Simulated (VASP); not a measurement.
# Zn (P6_3/mmc) in VASP: notebook

The runs below take Zn through single point, relaxation of cell and atoms, with PBEsol.

Everything below comes from runs of VASP 6.6.1. Logs are shortened: lines on timing, memory, paths and dates and some standing lists are left out, and cuts for length are marked.

### Step 1. The cell of the first run

The structure is hexagonal, space group P6_3/mmc (No. 194). Conventional cell: a = 2.590 Å, b = 2.590 Å, c = 4.909 Å, α = 90.00°, β = 90.00°, γ = 120.00°. Zn (site symmetry -6m2) has 12 Zn at 2.59 to 2.87 Å within 3.4 Å.

### Step 2. Single point, PBEsol

Contents of INCAR:

```
SYSTEM = Zn
PREC = Accurate
ENCUT = 520
EDIFF = 1E-7
ISMEAR = 0
SIGMA = 0.1
LREAL = .FALSE.
LASPH = .TRUE.
NELM = 60
ALGO = Fast
ISIF = 2
LWAVE = .FALSE.
LCHARG = .FALSE.
GGA = PS
NBANDS = 19
```

Contents of KPOINTS:

```
Automatic mesh
0
G
  18 18 10
  0 0 0
```

Contents of POSCAR:

```
Zn
1.0
    2.5903021042      0.0000000000      0.0000000000
   -1.2951510521      2.2432674257      0.0000000000
    0.0000000000      0.0000000000      4.9094127350
Zn
2
Direct
    0.3333333333      0.6666666667      0.2500000000
    0.6666666667      0.3333333333      0.7500000000
```

Potentials or basis: VASP PAW PBE potentials, release 64 (Zn).

Launch:

```bash
$ cat potpaw_PBE.64/Zn/POTCAR > POTCAR
$ mpirun -np 1 vasp_std > vasp.out
```

OUTCAR:

```text
SYSTEM = Zn
   PREC = Accurate
   ENCUT = 520
   EDIFF = 1E-7
   ISMEAR = 0
   LREAL = .FALSE.
   LASPH = .TRUE.
   NELM = 60
   ISIF = 2
   GGA = PS

 ion  position               nearest neighbor table
   1  0.333  0.667  0.250-   2 2.87   2 2.87   2 2.87   2 2.87   2 2.87   2 2.87
   2  0.667  0.333  0.750-   1 2.87   1 2.87   1 2.87   1 2.87   1 2.87   1 2.87

  LATTYP: Found a hexagonal cell.
 ALAT       =     2.5903021042
 C/A-ratio  =     1.8953050793

  Lattice vectors:

 A1 = (   2.5903021042,   0.0000000000,   0.0000000000)
 A2 = (  -1.2951510521,   2.2432674257,   0.0000000000)
 A3 = (   0.0000000000,   0.0000000000,   4.9094127350)

Analysis of symmetry for initial positions (statically):
=====================================================================
 Subroutine PRICEL returns:
 Original cell was already a primitive cell.

 Routine SETGRP: Setting up the symmetry group for a
 hexagonal supercell.

 Subroutine GETGRP returns: Found 24 space group operations
 (whereof 12 operations were pure point group operations)
 out of a pool of 24 trial point group operations.

The static configuration has the point symmetry D_3d.
 The point group associated with its full space group is D_6h.

Analysis of symmetry for dynamics (positions and initial velocities):
=====================================================================
 Subroutine PRICEL returns:
 Original cell was already a primitive cell.

 Routine SETGRP: Setting up the symmetry group for a
 hexagonal supercell.

 Subroutine GETGRP returns: Found 24 space group operations
 (whereof 12 operations were pure point group operations)
 out of a pool of 24 trial point group operations.

The dynamic configuration has the point symmetry D_3d.
 The point group associated with its full space group is D_6h.

 Subroutine INISYM returns: Found 24 space group operations
 (whereof 12 operations are pure point group operations),
 and found     1 'primitive' translations

----------------------------------------------------------------------------------------

                                     Primitive cell

  volume of cell :      28.5273

  direct lattice vectors                    reciprocal lattice vectors
     2.590302104  0.000000000  0.000000000     0.386055356  0.222889163  0.000000000
    -1.295151052  2.243267426  0.000000000     0.000000000  0.445778327  0.000000000
     0.000000000  0.000000000  4.909412735     0.000000000  0.000000000  0.203690350

  length of vectors
     2.590302104  2.590302104  4.909412735     0.445778327  0.445778327  0.203690350

  position of ions in fractional coordinates (direct lattice)
     0.333333333  0.666666667  0.250000000
     0.666666667  0.333333333  0.750000000

  ion indices of the primitive-cell ions
   primitive index   ion index
                 1           1
                 2           2

----------------------------------------------------------------------------------------

 KPOINTS: Automatic mesh

Automatic generation of k-mesh.
 Grid dimensions read from file:
 generate k-points for:   18   18   10

 Generating k-lattice:

  Cartesian coordinates                     Fractional coordinates (reciprocal lattice)
     0.021447520  0.012382731  0.000000000     0.055555556  0.000000000  0.000000000
     0.000000000  0.024765463  0.000000000     0.000000000  0.055555556  0.000000000
     0.000000000  0.000000000  0.020369035     0.000000000  0.000000000  0.100000000

  Length of vectors
     0.024765463  0.024765463  0.020369035

  Shift w.r.t. Gamma in fractional coordinates (k-lattice)
     0.000000000  0.000000000  0.000000000

 Subroutine IBZKPT returns following result:
 ===========================================

 Found    222 irreducible k-points:

 Following reciprocal coordinates:
            Coordinates               Weight
  0.000000  0.000000  0.000000      1.000000
  0.055556  0.000000  0.000000      6.000000
  0.111111  0.000000  0.000000      6.000000
  0.166667  0.000000  0.000000      6.000000
  0.222222  0.000000  0.000000      6.000000
  0.277778  0.000000  0.000000      6.000000
[... 16 lines left out ...]
  0.333333  0.111111  0.000000     12.000000
  0.388889  0.111111  0.000000     12.000000
 [... further k-points ...]
   k-points           NKPTS =    222   k-points in BZ     NKDIM =    222   number of bands    NBANDS=     19
   number of dos      NEDOS =    301   number of ions     NIONS =      2
   total plane-waves  NPLWV =  16000
   dimension x,y,z NGX =    20 NGY =   20 NGZ =   40
   dimension x,y,z NGXF=    40 NGYF=   40 NGZF=   80
   ions per type =               2
   NGX,Y,Z   is equivalent  to a cutoff of  12.84, 12.84, 13.55 a.u.
   NGXF,Y,Z  is equivalent  to a cutoff of  25.67, 25.67, 27.09 a.u.
 SYSTEM =  Zn
   PREC   = accura    normal or accurate (medium, high low for compatibility)
   ISTART =      0    job   : 0-new  1-cont  2-samecut
   ICHARG =      2    charge: 1-file 2-atom 10-const
   ISPIN  =      1    spin polarized calculation?
   LNONCOLLINEAR =      F non collinear calculations
   LSORBIT =      F    spin-orbit coupling
   LASPH  =      T    aspherical Exc in radial PAW
   ENCUT  =  520.0 eV  38.22 Ry    6.18 a.u.   4.82  4.82  9.13*2*pi/ulx,y,z
   NELM   =     60;   NELMIN=  2; NELMDL= -5     # of ELM steps
   EDIFF  = 0.1E-06   stopping-criterion for ELM
   LREAL  =      F    real-space projection
   EDIFFG = 0.1E-05   stopping-criterion for IOM
   NSW    =      0    number of steps for IOM
   IBRION =     -1    ionic relax: 0-MD 1-quasi-New 2-CG
   NFREE  =      0    steps in history (QN), initial steepest desc. (CG)
   ISIF   =      2    stress and relaxation
   ISYM   =      2    0-nonsym 1-usesym 2-fastsym
   POTIM  = 0.5000    time-step for ionic-motion
   TEBEG  =    0.0;   TEEND  =   0.0 temperature during run
   PSTRESS=    0.0 pullay stress
   NELECT =      24.0000    total number of electrons
   NUPDOWN=      -1.0000    fix difference up-down
   EMIN   =  10.00;   EMAX   =-10.00  energy-range for DOS
   EFERMI =   0.00;   METHOD = LEGACY
   ISMEAR =     0;   SIGMA  =   0.10  broadening in eV -4-tet -1-fermi 0-gaus
   EFERMI_NEDOS =   21; number of points for ismear=-14 and -15
   IALGO  =     68    algorithm
   IMIX   =      4    mixing-type and parameters
     AMIX     =   0.40;   BMIX     =  1.00
     AMIX_MAG =   1.60;   BMIX_MAG =  1.00
  volume/ion in A,a.u.               =      14.26        96.26
  Fermi-wavevector in a.u.,A,eV,Ry     =   1.545462  2.920499 32.496860  2.388452
  Thomas-Fermi vector in A             =   2.650837
   LORBIT       =      0    0 simple, 1 ext, 2 COOP (PROOUT), +10 PAW based schemes
   GGA     = PS    functional components
   LHFCALC =     F    Hartree Fock is set to
   AEXX    =    0.0000 exact exchange contribution
   IVDW    =     0    specifies the selected vdW correction
   LEPSILON=     F    determine dielectric tensor
   LRPA    =     F    only Hartree local field effects (RPA)
 non-spin polarized calculation
 RMM-DIIS sequential band-by-band and
 Gauss-broadening in eV      SIGMA  =   0.10
  energy-cutoff  :      520.00
  volume of cell :       28.53
 maximum number of plane-waves:       787
 NGX is ok and might be reduce to    20
   NGX =  9   NGY =  9   NGZ = 19

 number of electron      24.0000003 magnetization

 Free energy of the ion-electron system (eV)
  ---------------------------------------------------
  ext. energy  EPLUGINS =         0.00000000
  ---------------------------------------------------
  free energy    TOTEN  =        -3.17504343 eV

  energy without entropy =       -3.17396739  energy(sigma->0) =       -3.17450541

 E-fermi :   3.3942     XC(G=0): -12.0373

 val. band max:        3.3690061548   @ k =   0.3333   0.2778   0.5000
 cond. band min:       3.4683672371   @ k =   0.1667   0.0000   0.2000
 fundamental gap:      0.0993610822
 Fermi energy:         3.3942105031

 k-point     1 :       0.0000    0.0000    0.0000
  band No.  band energies     occupation
      1      -7.5404      2.00000
      2      -5.5451      2.00000
      3      -4.7210      2.00000
      4      -4.4348      2.00000
      5      -4.4348      2.00000
      6      -4.3830      2.00000
[... 11 lines left out ...]
     18      23.4649      0.00000
     19      23.7220      0.00000

 k-point     2 :       0.0556    0.0000    0.0000
  band No.  band energies     occupation
      1      -7.4429      2.00000
      2      -5.4974      2.00000
      3      -4.7087      2.00000
      4      -4.4468      2.00000
      5      -4.4098      2.00000
      6      -4.3954      2.00000
[... 11 lines left out ...]
     18      22.5277      0.00000
     19      24.7104      0.00000

 k-point     3 :       0.1111    0.0000    0.0000
  band No.  band energies     occupation
      1      -7.1542      2.00000
      2      -5.3666      2.00000
      3      -4.6789      2.00000
      4      -4.4755      2.00000
      5      -4.4217      2.00000
      6      -4.3373      2.00000
[... 11 lines left out ...]
     18      21.6616      0.00000
     19      23.5479      0.00000

 k-point     4 :       0.1667    0.0000    0.0000
  band No.  band energies     occupation
      1      -6.6891      2.00000
      2      -5.1952      2.00000
      3      -4.6522      2.00000
      4      -4.5128      2.00000
      5      -4.4075      2.00000
      6      -4.2838      2.00000
[... 11 lines left out ...]
     18      20.5599      0.00000
     19      21.3310      0.00000

 k-point     5 :       0.2222    0.0000    0.0000
  band No.  band energies     occupation
      1      -6.0945      2.00000
      2      -5.0723      2.00000
      3      -4.6092      2.00000
      4      -4.5312      2.00000
      5      -4.4933      2.00000
      6      -4.2882      2.00000
[... 11 lines left out ...]
     18      19.5513      0.00000
     19      19.9960      0.00000

 k-point     6 :       0.2778    0.0000    0.0000
  band No.  band energies     occupation
      1      -5.5326      2.00000
      2      -5.0672      2.00000
      3      -4.6758      2.00000
      4      -4.5374      2.00000
      5      -4.4065      2.00000
      6      -4.2550      2.00000
[... 11 lines left out ...]
     18      19.5110      0.00000
     19      19.9844      0.00000

 k-point     7 :       0.3333    0.0000    0.0000
  band No.  band energies     occupation
      1      -5.2774      2.00000
      2      -5.1198      2.00000
      3      -4.8192      2.00000
      4      -4.4330      2.00000
      5      -4.3409      2.00000
      6      -4.1922      2.00000
[... 11 lines left out ...]
     18      19.1219      0.00000
     19      20.8619      0.00000

 k-point     8 :       0.3889    0.0000    0.0000
  band No.  band energies     occupation
      1      -5.2531      2.00000
      2      -5.1681      2.00000
      3      -4.9205      2.00000
      4      -4.4104      2.00000
      5      -4.3381      2.00000
      6      -4.2081      2.00000
[... 256 lines left out ...]
 k-point    20 :       0.1667    0.1111    0.0000
  band No.  band energies     occupation
      1      -5.8381      2.00000
      2      -4.9535      2.00000
      3      -4.6836      2.00000
      4      -4.5464      2.00000
      5      -4.5367      2.00000
      6      -4.4014      2.00000
[... 11 lines left out ...]
     18      19.3682      0.00000
     19      19.7371      0.00000

 k-point    21 :       0.2222    0.1111    0.0000
  band No.  band energies     occupation
      1      -5.2968      2.00000
      2      -4.9492      2.00000
      3      -4.6900      2.00000
      4      -4.5810      2.00000
      5      -4.5219      2.00000
      6      -4.3220      2.00000
[... 11 lines left out ...]
     18      18.5661      0.00000
     19      19.4324      0.00000

 k-point    22 :       0.2778    0.1111    0.0000
  band No.  band energies     occupation
      1      -5.0946      2.00000
      2      -5.0054      2.00000
      3      -4.8110      2.00000
      4      -4.4231      2.00000
      5      -4.3803      2.00000
      6      -4.3521      2.00000
[... 11 lines left out ...]
     18      17.8952      0.00000
     19      18.9794      0.00000

 k-point    23 :       0.3333    0.1111    0.0000
  band No.  band energies     occupation
      1      -5.1219      2.00000
      2      -5.0404      2.00000
      3      -4.8964      2.00000
      4      -4.4237      2.00000
      5      -4.3302      2.00000
      6      -4.2338      2.00000
[... 11 lines left out ...]
     18      17.3906      0.00000
     19      18.5804      0.00000

 k-point    24 :       0.3889    0.1111    0.0000
  band No.  band energies     occupation
      1      -5.1651      2.00000
      2      -5.0687      2.00000
      3      -4.9466      2.00000
      4      -4.4500      2.00000
      5      -4.2721      2.00000
      6      -4.2707      2.00000
[... 11 lines left out ...]
     18      17.0778      0.00000
     19      18.3308      0.00000

 [... further k-points ...]
[... 5 lines left out ...]
  --------------------------------------------------------------------------------------
  -------------------------------------------------------------------------------------
  Total        0.0981249      0.0981249      0.0679349      0.0000000      0.0000000     -0.0000000
  in kB        5.5109781      5.5109781      3.8154232      0.0000000      0.0000000     -0.0000000
  external PRESSURE =       4.9457931 kB  Pullay stress =       0.0000000 kB

 VOLUME and BASIS-vectors are now :
 -----------------------------------------------------------------------------
  energy-cutoff  :      520.00
  volume of cell :       28.53
      direct lattice vectors                 reciprocal lattice vectors
     2.590302104  0.000000000  0.000000000     0.386055356  0.222889163  0.000000000
    -1.295151052  2.243267426  0.000000000     0.000000000  0.445778327  0.000000000
     0.000000000  0.000000000  4.909412735     0.000000000  0.000000000  0.203690350

 POSITION                                       TOTAL-FORCE (eV/Angst)
 -----------------------------------------------------------------------------------
     -0.00000      1.49551      1.22735         0.000000     -0.000000      0.000000
      1.29515      0.74776      3.68206        -0.000000      0.000000      0.000000
 -----------------------------------------------------------------------------------
    total drift:                                0.000000     -0.000000      0.000000

  FREE ENERGIE OF THE ION-ELECTRON SYSTEM (eV)
  ---------------------------------------------------
  free  energy   TOTEN  =        -3.1750434276 eV

  energy  without entropy=       -3.1739673892  energy(sigma->0) =       -3.17450541
```

It took 56 s on 1 thread of AMD EPYC 9R45 (Zen 5), shared host; peak memory 0.18 GiB.

Results:

```
Free energy            : -3.1750 eV
Pressure               : 0.5 GPa
Band gap on the k mesh : zero (band 12 reaches 5.15 eV, above the bottom of band 13 at 0.18 eV)
```

Stress tensor (GPa, compression positive):
```
0.55 0.00 0.00
0.00 0.55 0.00
0.00 0.00 0.38
```

Caveat: the PAW data sets were made with another functional, which shifts forces and pressure a little.

### Step 3. Relaxation of cell and atoms, PBEsol

This run uses another cell than the first one, of 13.92 Å³/atom, 0.976 times its volume.

Contents of INCAR:

```
PREC     = Accurate       # precision mode
ENCUT    = 600            # plane-wave cutoff, eV
EDIFF    = 1E-6           # SCF threshold, eV
ISMEAR   = 0              # smearing method
SIGMA    = 0.1            # smearing width, eV
LREAL    = F              # projectors in reciprocal space
LASPH    = T              # aspherical terms in the spheres
NELM     = 60             # most SCF steps
ALGO     = Fast           # electronic algorithm
ISIF     = 3              # what is computed and relaxed
LWAVE    = F              # write WAVECAR
LCHARG   = F              # write CHGCAR
GGA      = PS             # functional
IBRION   = 2              # ionic algorithm
NSW      = 80             # ionic steps
EDIFFG   = -0.01          # ionic threshold
```

Contents of KPOINTS:

```
regular mesh
0
Gamma
  18 18 10
```

Contents of POSCAR:

```
Zn
1.0
    2.7111011998      0.0000000000      0.0000000000
   -1.3555505999      2.3478825113      0.0000000000
    0.0000000000      0.0000000000      4.3750544703
Zn
2
Direct
    0.3333333333      0.6666666667      0.2500000000
    0.6666666667      0.3333333333      0.7500000000
```

Potentials or basis: VASP PAW PBE potentials, release 64 (Zn).

Launch:

```bash
$ cat potpaw_PBE.64/Zn/POTCAR > POTCAR
$ mpirun -np 1 vasp_std > vasp.out
```

It took 14 min on 1 thread of AMD EPYC 9R45 (Zen 5), shared host; peak memory 0.21 GiB.

It converged, with:

```
Free energy                            : -3.1748 eV
Relaxed volume                         : 14.32 Å³/atom
Relaxed cell                           : a = 2.594 Å, b = 2.594 Å, c = 4.914 Å, α = 90.00°, β = 90.00°, γ = 120.00°
Space group after relaxing (to 0.05 Å) : P6_3/mmc (No. 194)
Energy gained by relaxing              : 11.7 meV/atom
Ionic steps                            : 24
Pressure after relaxing                : 0.0 GPa
Band gap on the k mesh                 : zero (band 12 reaches 5.11 eV, above the bottom of band 13 at 0.16 eV)
```

Stress tensor (GPa, compression positive):
```
-0.06  0.00  0.00
 0.00 -0.06  0.00
 0.00  0.00  0.02
```

The path:
| step | energy change (eV) | largest force (eV/Å) | pressure (GPa) | volume (Å³) |
| --- | --- | --- | --- | --- |
| 1 | 0.0000 | 0.0000 | 0.21 | 27.85 |
| 2 | -0.0010 | 0.0000 | 0.31 | 27.92 |
| 3 | -0.0027 | 0.0000 | -0.41 | 28.14 |
| 4 | -0.0042 | 0.0000 | -1.03 | 28.55 |
| 5 | -0.0092 | 0.0000 | -2.91 | 29.32 |
| 6 | 0.0300 | 0.0000 | -2.45 | 30.65 |
| 7 | -0.0130 | 0.0000 | -3.09 | 29.58 |
| 8 | -0.0133 | 0.0000 | -2.80 | 29.58 |
| 9 | -0.0141 | 0.0000 | -2.90 | 29.60 |
| 10 | -0.0150 | 0.0000 | -2.65 | 29.64 |
| 11 | -0.0144 | 0.0000 | -2.22 | 29.71 |
| 12 | -0.0152 | 0.0000 | -2.78 | 29.66 |
| 13 | -0.0158 | 0.0000 | -2.71 | 29.62 |
| 14 | -0.0175 | 0.0000 | -2.34 | 29.50 |
| 15 | -0.0203 | 0.0000 | -1.88 | 29.27 |
| 16 | -0.0232 | 0.0000 | -0.80 | 28.80 |
| 17 | -0.0176 | 0.0000 | 2.53 | 27.87 |
| 18 | -0.0233 | 0.0000 | -0.02 | 28.58 |
| 19 | -0.0234 | 0.0000 | 0.20 | 28.61 |
| 20 | -0.0234 | 0.0000 | -0.14 | 28.70 |
| 21 | -0.0234 | 0.0000 | -0.22 | 28.68 |
| 22 | -0.0234 | 0.0000 | -0.17 | 28.64 |
| 23 | -0.0234 | 0.0000 | -0.03 | 28.64 |
| 24 | -0.0234 | 0.0000 | -0.04 | 28.64 |

Final structure:
```cif
data_structure
_symmetry_space_group_name_H-M 'P 1'
_symmetry_Int_Tables_number 1
_cell_length_a 2.5945
_cell_length_b 2.5945
_cell_length_c 4.9136
_cell_angle_alpha 90.000
_cell_angle_beta 90.000
_cell_angle_gamma 120.000
_cell_volume 28.64
loop_
_atom_site_label
_atom_site_type_symbol
_atom_site_fract_x
_atom_site_fract_y
_atom_site_fract_z
_atom_site_occupancy
Zn1 Zn 0.33333 0.66667 0.25000 1
Zn2 Zn 0.66667 0.33333 0.75000 1
```

Levels at points of the mesh, in eV from the Fermi level:
| k point | band 8 | band 9 | band 10 | band 11 | band 12 | band 13 | band 14 | band 15 | band 16 |
| --- | --- | --- | --- | --- | --- | --- | --- | --- | --- |
| (0.00, 0.00, 0.00) | -7.36 | -7.36 | -7.15 | -7.15 | -4.04 | -3.21 | 13.48 | 17.32 | 18.65 |
| (0.50, 0.00, 0.00) | -7.18 | -6.94 | -6.92 | -2.96 | -2.10 | 2.65 | 3.61 | 4.36 | 5.83 |
| (0.00, 0.00, 0.50) | -7.81 | -7.24 | -7.24 | -7.24 | -7.24 | 4.39 | 4.39 | 19.97 | 19.97 |
| (0.50, 0.00, 0.50) | -7.19 | -6.93 | -6.93 | -2.03 | -2.03 | 0.34 | 0.34 | 10.26 | 10.26 |

Caveat: the PAW data sets were made with another functional, which shifts forces and pressure a little.
